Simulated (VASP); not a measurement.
Write the native input for VASP 6.6.1 that does the following.

- Task: single point
- Functional: PBE
- Potentials or basis: VASP PAW PBE potentials, release 64 (Ta_pv, Si)
- Cutoff: 520 eV
- k mesh: 14 × 14 × 14
- Occupations: gaussian, width 0.1 eV
- Spin: no spin polarisation
- Dipole correction: no
- Further INCAR settings: ALGO = Normal; EDIFF = 1e-06; NBANDS = 16

The structure of TaSi2 lies in POSCAR:

```
TaSi2
1.0
    0.0000000000      3.0300350235      3.0300350235
    3.0300350235      0.0000000000      3.0300350235
    3.0300350235      3.0300350235      0.0000000000
Ta Si
1 2
Direct
    0.0000000000      0.0000000000      0.0000000000
    0.2500000000      0.2500000000      0.2500000000
    0.7500000000      0.7500000000      0.7500000000
```

One way to write it, as run:

INCAR

```
SYSTEM = TaSi2
PREC = Accurate ; ENCUT = 520
EDIFF = 1E-6 ; ISMEAR = 0
SIGMA = 0.1 ; LREAL = .FALSE.
LASPH = .TRUE. ; NELM = 60
ALGO = Normal ; ISIF = 2
LWAVE = .FALSE. ; LCHARG = .FALSE.
GGA = PE ; NBANDS = 16
```

KPOINTS

```
Automatic mesh
0
G
  14 14 14
  0 0 0
```

Potentials or basis: VASP PAW PBE potentials, release 64 (Ta_pv, Si).

Run with:

```bash
$ cat potpaw_PBE.64/Ta_pv/POTCAR potpaw_PBE.64/Si/POTCAR > POTCAR
$ mpirun -np 1 vasp_std > vasp.out
```

Results of the run:

| Item | Value |
| --- | --- |
| Pressure | 0.1 GPa |

Wall time 51 s on 1 thread of Intel(R) Xeon(R) Platinum 8488C (Sapphire Rapids), on a shared host, peak memory 0.23 GiB.
